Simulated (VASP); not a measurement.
Here is a VASP 6.6.1 calculation.

Contents of INCAR:

```
PREC     = Accurate       # precision mode
ENCUT    = 600            # plane-wave cutoff, eV
EDIFF    = 1E-6           # SCF threshold, eV
ISMEAR   = 0              # smearing method
SIGMA    = 0.01           # smearing width, eV
LREAL    = False          # projectors in reciprocal space
LASPH    = True           # aspherical terms in the spheres
NELM     = 120            # most SCF steps
ALGO     = Normal         # electronic algorithm
ISIF     = 2              # what is computed and relaxed
LWAVE    = False          # write WAVECAR
LCHARG   = True           # write CHGCAR
GGA      = PE             # functional
LELF     = True           # ELF
LVHAR    = True         
NBANDS   = 11             # bands
GGA_COMPAT= False
```

The input KPOINTS:

```
Automatic mesh
0
Gamma
  4 4 4
```

POSCAR

```
SiC
1.0
    0.0000000000      2.1780523476      2.1780523476
    2.1780523476      0.0000000000      2.1780523476
    2.1780523476      2.1780523476      0.0000000000
Si C
1 1
Direct
    0.0000000000      0.0000000000      0.0000000000
    0.2500000000      0.2500000000      0.2500000000
```

Potentials or basis: VASP PAW PBE potentials, release 64 (Si, C).

Command:

```console
$ cat potpaw_PBE.64/Si/POTCAR potpaw_PBE.64/C/POTCAR > POTCAR
$ mpirun -np 1 vasp_std > vasp.out
```

Question: What does it give for the pressure?

Answer: 3.8 GPa.

Question: Predict the band gap on the k mesh.

Answer: 1.31 eV, indirect (least direct gap 4.51 eV).

Caveat: the k points lie up to 0.62 Å⁻¹ apart. A k mesh can miss the band edges.
